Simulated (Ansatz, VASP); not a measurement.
ZnS in VASP and in Ansatz

```
Zn S
1.0
     0.00000    2.72182    2.72182
     2.72182    0.00000    2.72182
     2.72182    2.72182    0.00000
Zn S
1 1
Direct
  0.00000 0.00000 0.00000
  0.25000 0.25000 0.25000
```

Alike in both runs: task single point; functional PBE; k mesh 8 × 8 × 8; occupations gaussian, width 0.02 eV; no spin polarisation.

|  | VASP | Ansatz |
| --- | --- | --- |
| version | VASP 6.6.1 | Ansatz 0.2.0 |
| potentials or method | VASP PAW PBE potentials, release 64 (Zn, S), cutoff 500 eV | scalar-relativistic, plane waves, PAW |
| valence electrons in the cell | 18 | 18 |

|  | VASP | Ansatz | Ansatz less VASP |
| --- | --- | --- | --- |
| gap on the k mesh at the Fermi level (eV) | 2.02 | 2.01 | -0.007 |
| least direct gap on the mesh (eV) | 2.02 | 2.01 | -0.007 |
| pressure (GPa) | 0.1 | 0.0 | -0.13 |
